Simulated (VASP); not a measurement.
# FeO (Wuestite) in VASP: a series of runs, part 2 of 2

VASP 6.6.1. Earlier steps stand in the parts before.

## (3) Single point, PBEsol, collinear spin, ferromagnetic start

This run uses another cell than the first one, of 9.35 Å³/atom, 1.022 times its volume.

File INCAR:

```
SYSTEM = FeO
PREC = Accurate
ENCUT = 520
EDIFF = 1E-6
ISMEAR = -1
SIGMA = 0.05
LREAL = .False.
LASPH = .True.
NELM = 150
ALGO = Normal
ISIF = 2
LWAVE = .False.
LCHARG = .False.
ISPIN = 2
MAGMOM = 3 0
LORBIT = 11
LMAXMIX = 4
GGA = PS
NBANDS = 18
```

File KPOINTS:

```
regular mesh
0
Gamma
  11 11 11
  0 0 0
```

File POSCAR:

```
FeO
1.0
    1.4895996399      0.8600207531      2.4328874415
   -1.4895996399      0.8600207531      2.4328874415
    0.0000000000     -1.7200415062      2.4328874415
Fe O
1 1
Direct
    0.0000000000      0.0000000000      0.0000000000
    0.5000000000      0.5000000000      0.5000000000
```

Potentials or basis: VASP PAW PBE potentials, release 64 (Fe, O).

Command:

```
$ cat potpaw_PBE.64/Fe/POTCAR potpaw_PBE.64/O/POTCAR > POTCAR
$ mpirun -np 1 vasp_std > vasp.out
```

OUTCAR:

```text
SYSTEM = FeO
   PREC = Accurate
   ENCUT = 520
   EDIFF = 1E-6
   ISMEAR = -1
   LREAL = .False.
   LASPH = .True.
   NELM = 150
   ISIF = 2
   ISPIN = 2
   LORBIT = 11
   GGA = PS

 ion  position               nearest neighbor table
   1  0.000  0.000  0.000-   2 2.11   2 2.11   2 2.11   2 2.11   2 2.11   2 2.11
   2  0.500  0.500  0.500-   1 2.11   1 2.11   1 2.11   1 2.11   1 2.11   1 2.11

  LATTYP: Found a trigonal (rhomboedric) cell.
 ALAT       =     2.9795107125
 COS(alpha) =     0.5001045193

  Lattice vectors:

 A1 = (   1.4895996399,   0.8600207531,   2.4328874415)
 A2 = (  -1.4895996399,   0.8600207531,   2.4328874415)
 A3 = (   0.0000000000,  -1.7200415062,   2.4328874415)

Analysis of symmetry for initial positions (statically):
=====================================================================
 Subroutine PRICEL returns:
 Original cell was already a primitive cell.

 Routine SETGRP: Setting up the symmetry group for a
 trigonal (rhombohedral) supercell.

 Subroutine GETGRP returns: Found 12 space group operations
 (whereof 12 operations were pure point group operations)
[... 697 lines left out ...]
      1     -13.8589      1.00000
      2       3.3745      1.00000
      3       3.3756      1.00000
      4       3.3756      1.00000
      5       5.9844      1.00000
      6       5.9854      1.00000
[... 493 lines left out ...]
     17      35.2275      0.00000
     18      36.9227      0.00000

 [... further k-points ...]
[... 5 lines left out ...]
  --------------------------------------------------------------------------------------
  -------------------------------------------------------------------------------------
  Total        0.6452133      0.6452133      0.6442875      0.0000000      0.0000000      0.0000000
  in kB       55.2792493     55.2792493     55.1999334      0.0000000      0.0000000      0.0000000
  external PRESSURE =      55.2528107 kB  Pullay stress =       0.0000000 kB

 VOLUME and BASIS-vectors are now :
 -----------------------------------------------------------------------------
  energy-cutoff  :      520.00
  volume of cell :       18.70
      direct lattice vectors                 reciprocal lattice vectors
     1.489599640  0.860020753  2.432887442     0.335660661  0.193793773  0.137011408
    -1.489599640  0.860020753  2.432887442    -0.335660661  0.193793773  0.137011408
     0.000000000 -1.720041506  2.432887442     0.000000000 -0.387587546  0.137011408

 POSITION                                       TOTAL-FORCE (eV/Angst)
 -----------------------------------------------------------------------------------
      0.00000      0.00000      0.00000         0.000000      0.000000      0.000000
      0.00000      0.00000      3.64933        -0.000000     -0.000000     -0.000000
 -----------------------------------------------------------------------------------
    total drift:                               -0.000000      0.000000     -0.000000

  FREE ENERGIE OF THE ION-ELECTRON SYSTEM (eV)
  ---------------------------------------------------
  free  energy   TOTEN  =       -15.8569590970 eV

  energy  without entropy=      -15.8456774668  energy(sigma->0) =      -15.85131828

 total charge

# of ion       s       p       d       tot
------------------------------------------
    1        0.313   0.414   6.140   6.867
    2        1.552   3.452   0.000   5.004
--------------------------------------------------
tot          1.864   3.867   6.140  11.871

 magnetization (x)

# of ion       s       p       d       tot
------------------------------------------
    1        0.027   0.023   3.546   3.595
    2        0.033   0.283   0.000   0.316
--------------------------------------------------
tot          0.060   0.306   3.546   3.911
```

OSZICAR:

```text
N       E                     dE             d eps       ncg     rms          rms(c)
DAV:   1     0.646154052402E+02    0.64615E+02   -0.68165E+03 11648   0.921E+02
DAV:   2    -0.140600788087E+02   -0.78675E+02   -0.67322E+02 10776   0.205E+02
DAV:   3    -0.180503149940E+02   -0.39902E+01   -0.38619E+01 12318   0.490E+01
DAV:   4    -0.180770550187E+02   -0.26740E-01   -0.26720E-01 12778   0.382E+00
DAV:   5    -0.180772228792E+02   -0.16786E-03   -0.16785E-03 12568   0.314E-01    0.175E+01
DAV:   6    -0.164937264090E+02    0.15835E+01   -0.13069E+01 13766   0.549E+01    0.189E+01
DAV:   7    -0.158798153690E+02    0.61391E+00   -0.26736E+00 13262   0.317E+01    0.102E+01
DAV:   8    -0.158796065711E+02    0.20880E-03   -0.13447E-01 13142   0.432E+00    0.587E+00
DAV:   9    -0.158507456240E+02    0.28861E-01   -0.85385E-02 16920   0.462E+00    0.175E+00
DAV:  10    -0.158551750348E+02   -0.44294E-02   -0.23032E-02 14562   0.323E+00    0.441E-01
DAV:  11    -0.158569445318E+02   -0.17695E-02   -0.30851E-03 13230   0.527E-01    0.656E-02
DAV:  12    -0.158569488600E+02   -0.43282E-05   -0.47179E-05 13574   0.928E-02    0.446E-02
DAV:  13    -0.158569623816E+02   -0.13522E-04   -0.65151E-06 13028   0.301E-02    0.402E-02
DAV:  14    -0.158569592973E+02    0.30843E-05   -0.10171E-05 15148   0.571E-02    0.780E-03
DAV:  15    -0.158569590970E+02    0.20034E-06   -0.70070E-07  6388   0.102E-02
   1 F= -.15856959E+02 E0= -.15851318E+02  d E =-.112816E-01  mag=     3.9932
```

stdout:

```text
POSCAR found type information on POSCAR FeO
 POSCAR found :  2 types and       2 ions
 scaLAPACK will be used
 -----------------------------------------------------------------------------
|                                                                             |
|                                                                             |
|     You enforced a specific xc type in the INCAR file but a different       |
|     I HOPE YOU KNOW WHAT YOU ARE DOING!                                     |
|                                                                             |
 -----------------------------------------------------------------------------

 LDA part: xc-table for (Slater+PW92), standard interpolation
 POSCAR, INCAR and KPOINTS ok, starting setup
 FFT: planning ... GRIDC
 FFT: planning ... GRID_SOFT
 FFT: planning ... GRID
 WAVECAR not read
 entering main loop
```

Run time: 35 s. Hardware: 1 thread of Intel Xeon 6975P-C (Granite Rapids), shared host; peak memory 0.21 GiB.

Results:

* Free energy: -15.8570 eV
* Pressure: 5.5 GPa
* Band gap on the k mesh: zero (filled and empty bands overlap)
* Net moment: 3.99 μB per cell
* Site moments: Fe +3.60; O +0.32 μB
* Valence electrons inside the program's atomic spheres: Fe 6.87; O 5.00

Caveat: the PAW data sets were made with another functional, which shifts forces and pressure a little; a cell with one magnetic atom can't hold antiferromagnetic order, which such compounds often take; semilocal functionals often make such compounds metallic where correlation or magnetic order opens a gap, which also shifts bond lengths. With open d or f shells a metallic result of PBEsol can be an artefact of self-interaction; +U or a hybrid may open a gap.

## (4) Single point, PBEsol, collinear spin, ferromagnetic start

This run uses another cell than the first one, of 9.57 Å³/atom, 1.046 times its volume.

File INCAR:

```
  ALGO = Normal
  EDIFF = 1E-6
  ENCUT = 520
  GGA = PS
  ISIF = 2
  ISMEAR = -1
  ISPIN = 2
  LASPH = T
  LCHARG = T
  LELF = T
  LMAXMIX = 4
  LORBIT = 11
  LREAL = F
  LVHAR = T
  LWAVE = F
  MAGMOM = 3 0
  NBANDS = 18
  NELM = 150
  PREC = Accurate
  SIGMA = 0.05
```

File KPOINTS:

```
k-points
0
Gamma
  11 11 11
```

File POSCAR:

```
FeO
1.0
    1.5008360673      0.8665081075      2.4520690066
   -1.5008360673      0.8665081075      2.4520690066
    0.0000000000     -1.7330162149      2.4520690066
Fe O
1 1
Direct
    0.0000000000      0.0000000000      0.0000000000
    0.5000000000      0.5000000000      0.5000000000
```

Command:

```
$ cat potpaw_PBE.64/Fe/POTCAR potpaw_PBE.64/O/POTCAR > POTCAR
$ mpirun -np 1 vasp_std > vasp.out
```

Wall time 34 s (1 thread of Intel Xeon 6975P-C (Granite Rapids), shared host); peak memory 0.2 GiB.

It converged, with:

```
Free energy                                           : -15.8656 eV
Pressure                                              : 0.5 GPa
Band gap on the k mesh                                : zero (filled and empty bands overlap)
Net moment                                            : 4.00 μB per cell
Site moments                                          : Fe +3.60; O +0.31 μB
Valence electrons inside the program's atomic spheres : Fe 6.82; O 4.99
```

Levels at points of the mesh, in eV from the Fermi level:
Spin up:
| k point | band 6 | band 7 | band 8 | band 9 | band 10 | band 11 | band 12 | band 13 |
| --- | --- | --- | --- | --- | --- | --- | --- | --- |
| (0.00, 0.00, 0.00) | -3.92 | -3.92 | -3.67 | -3.67 | 0.26 | 15.40 | 17.25 | 17.26 |
Spin down:
```tsv
k point	band 2	band 3	band 4	band 5	band 6	band 7	band 8	band 9
(0.00, 0.00, 0.00)	-3.38	-3.38	-3.38	-0.81	-0.80	-0.80	0.10	0.10
```

Caveat: the PAW data sets were made with another functional, which shifts forces and pressure a little; a cell with one magnetic atom can't hold antiferromagnetic order, which such compounds often take; semilocal functionals often make such compounds metallic where correlation or magnetic order opens a gap, which also shifts bond lengths.

## (5) Summary

```csv
cell,gap on the mesh (eV),pressure (GPa),moment (μB)
"a = 2.958 Å, angles 60.0°, 2 atoms",none,10.5,3.97
"a = 2.980 Å, angles 60.0°, 2 atoms",none,5.5,3.99
"a = 3.003 Å, angles 60.0°, 2 atoms",none,0.5,4.00
```

Alike in all rows: task single point; level PBEsol; potentials or basis VASP PAW PBE potentials, release 64 (Fe, O); spin collinear, ferromagnetic start; k mesh 11 × 11 × 11; cutoff (eV) 520; smearing fermi-dirac 0.05 eV.

Caveats: the PAW data sets were made with another functional, which shifts forces and pressure a little; a cell with one magnetic atom can't hold antiferromagnetic order, which such compounds often take; semilocal functionals often make such compounds metallic where correlation or magnetic order opens a gap, which also shifts bond lengths.

Absolute energies hang on the potentials; compare differences alone.
